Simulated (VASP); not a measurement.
A run of VASP 6.6.1 is set up as follows.

File INCAR:

```
SYSTEM = LiCd16Se16
PREC = Accurate
ENCUT = 520
EDIFF = 1E-6
ISMEAR = -1
SIGMA = 0.01
LREAL = Auto
LASPH = .True.
NELM = 80
ALGO = Normal
ISIF = 2
LWAVE = .False.
LCHARG = .False.
GGA = PE
NBANDS = 168
NELECT = 290.0
```

KPOINTS

```
Automatic mesh
0
Gamma
  1 1 1
  0.25 0.25 0.25
```

The input POSCAR:

```
LiCd16Se16
1.0
    8.6804733300      0.0000000000      0.0000000000
   -4.3402366600      7.5175104200      0.0000000000
    0.0000000000      0.0000000000     14.1556764200
Cd Se Li
16 16 1
Direct
    0.3388067917      0.1637701754      0.2509178576
    0.1618307423      0.3330844735      0.4981340199
    0.3362253877      0.1628117464      0.7496422414
    0.1759850995      0.3666728539      1.0042663860
    0.3370378689      0.6629355626      0.2560700663
    0.1624266332      0.8382409399      0.4983309727
    0.3378086054      0.6621605720      0.7278523960
    0.1771335941      0.8232694941      1.0043590697
    0.8367705003      0.1641772250      0.2508053939
    0.6634368891      0.3369561010      0.5006876951
    0.8344336433      0.1651875329      0.7497017935
    0.6607179974      0.3393280298      1.0038589170
    0.8368451124      0.6622363950      0.2510590730
    0.6675878216      0.8388974072      0.4980349784
    0.8373152032      0.6637680191      0.7496704986
    0.6336536137      0.8237155194      1.0046391693
    0.3332019213      0.1694936128      0.4384494118
    0.1703092065      0.3329066220      0.1894658313
    0.3250014146      0.1651069211      0.9412967353
    0.1640978323      0.3242431156      0.6876332654
    0.3322076140      0.6686917236      0.4430542076
    0.1701331335      0.8306819214      0.1904496769
    0.3309164515      0.6697882302      0.9221364358
    0.1670711292      0.8333309367      0.6878473844
    0.8310468841      0.1700919491      0.4383458491
    0.6695676827      0.3317455994      0.1894910508
    0.8332076335      0.1668645509      0.9418027514
    0.6677176658      0.3325890967      0.6911774973
    0.8313535187      0.6675845752      0.4385671031
    0.6677131317      0.8307118515      0.1897628852
    0.8357314957      0.6756534699      0.9414506665
    0.6760028308      0.8359252796      0.6875832501
   -0.0055705048      0.0060352427     -0.0144906534
```

Potentials or basis: VASP PAW PBE potentials, release 64 (Cd, Se, Li_sv).

Run with:

```console
$ cat potpaw_PBE.64/Cd/POTCAR potpaw_PBE.64/Se/POTCAR potpaw_PBE.64/Li_sv/POTCAR > POTCAR
$ mpirun -np 1 vasp_std > vasp.out
```

Question: Predict the largest force.

Answer: 0.142 eV/Å.

Forces in eV/Å, atoms in the order of the input:
```
Cd  -0.072  0.055 -0.001
Cd   0.083 -0.050  0.000
Cd  -0.073  0.050  0.005
Cd   0.080 -0.045  0.008
Cd  -0.064  0.046  0.021
Cd   0.068 -0.033  0.006
Cd  -0.068  0.049 -0.012
Cd   0.085 -0.040 -0.003
Cd  -0.065  0.045 -0.010
Cd   0.081 -0.039  0.018
Cd  -0.072  0.050  0.027
Cd   0.111 -0.054 -0.008
Cd  -0.077  0.044 -0.001
Cd   0.092 -0.033  0.001
Cd  -0.072  0.051  0.010
Cd   0.082 -0.038  0.005
Se  -0.061  0.025  0.008
Se   0.041 -0.054  0.012
Se  -0.107  0.054 -0.004
Se   0.073 -0.037  0.014
Se  -0.063  0.028 -0.025
Se   0.051 -0.036 -0.011
Se  -0.055  0.032 -0.041
Se   0.033 -0.030 -0.014
Se  -0.066  0.027 -0.005
Se   0.043 -0.036  0.018
Se  -0.123  0.067 -0.025
Se   0.044 -0.035 -0.017
Se  -0.057  0.033  0.006
Se   0.062 -0.020  0.009
Se  -0.108  0.049 -0.012
Se   0.058 -0.057  0.013
Li   0.117 -0.066  0.007
```

Caveat: the cell carries a net charge on a neutralising background, which shifts energy and pressure.
